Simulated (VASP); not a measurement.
Set up this calculation in VASP 6.6.1, as the native input.

* Task: single point
* Functional: PBEsol
* Potentials or basis: VASP PAW PBE potentials, release 64 (Ru_pv)
* Cutoff: 520 eV
* k mesh: 18 × 18 × 10
* Occupations: gaussian, width 0.1 eV
* Spin: no spin polarisation
* Dipole correction: no
* Further INCAR settings: ALGO = Fast; EDIFF = 1e-06; NBANDS = 21

The structure of Ru lies in POSCAR:

```
Ru
1.0
    2.6895287929      0.0000000000      0.0000000000
   -1.3447643965      2.3292002589      0.0000000000
    0.0000000000      0.0000000000      4.2520528534
Ru
2
Direct
    0.3333333333      0.6666666667      0.2500000000
    0.6666666667      0.3333333333      0.7500000000
```

One way to write it, as run:

INCAR

```
SYSTEM = Ru
PREC     = Accurate       ! precision mode
ENCUT    = 520            ! plane-wave cutoff, eV
EDIFF    = 1E-6           ! SCF threshold, eV
ISMEAR   = 0              ! smearing method
SIGMA    = 0.1            ! smearing width, eV
LREAL    = .False.        ! projectors in reciprocal space
LASPH    = .True.         ! aspherical terms in the spheres
NELM     = 60             ! most SCF steps
ALGO     = Fast           ! electronic algorithm
ISIF     = 2              ! what is computed and relaxed
LWAVE    = .False.        ! write WAVECAR
LCHARG   = .False.        ! write CHGCAR
GGA      = PS             ! functional
NBANDS   = 21             ! bands
```

KPOINTS

```
regular mesh
0
Gamma
  18 18 10
  0 0 0
```

Potentials or basis: VASP PAW PBE potentials, release 64 (Ru_pv).

Command:

```sh
$ cat potpaw_PBE.64/Ru_pv/POTCAR > POTCAR
$ mpirun -np 1 vasp_std > vasp.out
```

Results of the run:

- Pressure: -0.1 GPa
- Band gap on the k mesh: zero (bands 14 and 15 overlap by 3.22 eV)

Caveat: the PAW data sets were made with another functional, which shifts forces and pressure a little.

Run time: 2.6 min on 1 thread of Intel Xeon 8259CL, on a shared host, peak memory 0.21 GiB.
